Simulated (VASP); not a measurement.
A run of VASP 6.6.1 is set up as follows.

INCAR

```
ALGO = Normal
EDIFF = 1E-6
ENCUT = 520
GGA = PE
ISIF = 2
ISMEAR = 1
LASPH = True
LCHARG = False
LREAL = False
LWAVE = False
NBANDS = 13
NELM = 80
PREC = Accurate
SIGMA = 0.2
```

Contents of KPOINTS:

```
k-points
0
Gamma
  20 20 20
```

File POSCAR:

```
Mo
1.0
   -1.5124796537      1.5124796537      1.5124796537
    1.5124796537     -1.5124796537      1.5124796537
    1.5124796537      1.5124796537     -1.5124796537
Mo
1
Direct
    0.0000000000      0.0000000000      0.0000000000
```

Potentials or basis: VASP PAW PBE potentials, release 64 (Mo_sv).

Command:

```bash
$ cat potpaw_PBE.64/Mo_sv/POTCAR > POTCAR
$ mpirun -np 1 vasp_std > vasp.out
```

(1) Predict the pressure.

(2) What does it give for the band gap on the k mesh?

Results:

(1) 45.9 GPa.

(2) zero (bands 7 and 8 overlap by 6.35 eV).

Caveat: the cell stands under pressure.
